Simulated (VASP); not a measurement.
Write the native input for VASP 6.6.1 that does the following.

* Task: single point
* Functional: LDA
* Potentials or basis: VASP PAW LDA potentials, release 64 (Nb_sv, Rh_pv)
* Cutoff: 520 eV
* k mesh: 14 × 14 × 12
* Occupations: fermi-dirac, width 0.15 eV
* Spin: no spin polarisation
* Dipole correction: no
* Further INCAR settings: ALGO = Fast; EDIFF = 1e-06; NBANDS = 21

The structure of NbRh lies in POSCAR:

```
NbRh
1.0
    2.8292238244      0.0000000000      0.0000000000
    0.0000000000      2.8292238244      0.0000000000
    0.0000000000      0.0000000000      3.8322112530
Nb Rh
1 1
Direct
    0.0000000000      0.0000000000      0.0000000000
    0.5000000000      0.5000000000      0.5000000000
```

These files were run (other wordings do the same):

INCAR

```
  PREC = Accurate
  ENCUT = 520
  EDIFF = 1E-6
  ISMEAR = -1
  SIGMA = 0.15
  LREAL = F
  LASPH = T
  NELM = 60
  ALGO = Fast
  ISIF = 2
  LWAVE = F
  LCHARG = F
  GGA = CA
  NBANDS = 21
```

KPOINTS

```
Automatic mesh
0
Gamma
  14 14 12
```

Potentials or basis: VASP PAW LDA potentials, release 64 (Nb_sv, Rh_pv).

Command:

```console
$ cat potpaw_LDA.64/Nb_sv/POTCAR potpaw_LDA.64/Rh_pv/POTCAR > POTCAR
$ mpirun -np 1 vasp_std > vasp.out
```

Results of the run:

The pressure is -4.3 GPa. The band gap on the k mesh is zero (bands 14 and 15 overlap by 4.87 eV).

Caveat: the cell stands under tension.

It took 3.2 min on 1 thread of Intel(R) Xeon(R) Platinum 8175M CPU @ 2.50GHz (Skylake/Cascade Lake) (shared host), peak memory 0.26 GiB.
